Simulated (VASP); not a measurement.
KCl (Sylvite):

```xyz
2
Lattice="0.0000 3.2082 3.2082 3.2082 0.0000 3.2082 3.2082 3.2082 0.0000" Properties=species:S:1:pos:R:3 pbc="T T T"
K     0.0000    0.0000    0.0000
Cl    3.2082    3.2082    3.2082
```

This cell differs from its parent crystal: volume scaled by 1.06.

Base run:

- Program: VASP 6.6.1
- Functional: LDA
- Potentials or basis: VASP PAW LDA potentials, release 64 (K_sv, Cl)
- Cutoff: 520 eV
- k mesh: 7 × 7 × 7
- Occupations: fermi-dirac, width 0.05 eV
- Spin: no spin polarisation

Its results: band gap on the k mesh 4.56 eV, direct; pressure -2.6 GPa.

Question: The run is repeated on the same cell with these changes: functional from LDA to PBE; potentials or basis from VASP PAW LDA potentials, release 64 (K_sv, Cl) to VASP PAW PBE potentials, release 64 (K_sv, Cl). What comes out?

Answer: Band gap on the k mesh 4.99 eV, direct; pressure -0.2 GPa.

A k mesh can miss the band edges.
